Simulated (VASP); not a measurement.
**MgF2: single point with r2SCAN**

Crystal: MgF2.

```
Mg F
1.0
     4.44997    0.00000    0.00000
     0.00000    4.45015    0.00000
     0.00000    0.00000    2.93283
Mg F
2 4
Direct
  0.50000 0.50000 0.50000
  0.00000 0.00000 0.00000
  0.80108 0.19880 0.50000
  0.19892 0.80120 0.50000
  0.30108 0.30120 0.00000
  0.69892 0.69880 0.00000
```

This cell differs from its parent crystal: strain -3.7%.

| Property | Result |
| --- | --- |
| Program | VASP 6.6.1 |
| Task | single point |
| Functional | r2SCAN |
| Potentials or basis | VASP PAW PBE potentials, release 64 (Mg, F) |
| Cutoff | 660 eV |
| k mesh | 6 × 6 × 8 |
| Occupations | gaussian, width 0.01 eV |
| Spin | no spin polarisation |

The pressure is 13.8 GPa. The largest force is 0.011 eV/Å and the band gap on the k mesh is 8.88 eV.

Forces in eV/Å, atoms in the order of the input:
```
Mg   0.000  0.000  0.000
Mg   0.000  0.000  0.000
F    0.008 -0.008  0.000
F   -0.008  0.008  0.000
F    0.008  0.008  0.000
F   -0.008 -0.008  0.000
```

Stress tensor (GPa, compression positive):
```
13.50  0.00  0.00
 0.00 13.50  0.00
 0.00  0.00 14.52
```

Levels at points of the mesh, in eV from the valence-band top:
```
           k point  band 13  band 14  band 15  band 16  band 17  band 18  band 19  band 20
(0.00, 0.00, 0.00)    -0.74    -0.35    -0.35     0.00     8.88    14.09    14.09    15.44
(0.50, 0.00, 0.00)    -1.07    -1.07    -0.44    -0.44    11.44    11.44    15.43    15.43
(0.00, 0.50, 0.00)    -1.07    -1.07    -0.44    -0.44    11.44    11.44    15.43    15.43
(0.50, 0.50, 0.00)    -1.09    -1.09    -0.95    -0.95    13.11    13.11    13.61    13.61
(0.00, 0.00, 0.50)    -1.42    -1.42    -1.01    -1.01    13.91    13.91    16.95    16.95
(0.50, 0.00, 0.50)    -0.84    -0.84    -0.80    -0.80    14.74    14.74    15.73    15.73
(0.00, 0.50, 0.50)    -0.84    -0.84    -0.80    -0.80    14.74    14.74    15.73    15.73
(0.50, 0.50, 0.50)    -0.75    -0.75    -0.53    -0.53    14.96    14.96    15.80    15.80
```

It took 3.9 min on 1 thread of Intel(R) Xeon(R) 6975P-C (Granite Rapids), with other jobs on the host, peak memory 0.3 GiB.

Caveat: the cell differs from its parent crystal (strain -3.7%); the cell stands under pressure; the PAW data sets were made with another functional, which shifts forces and pressure a little. A k mesh can miss the band edges.
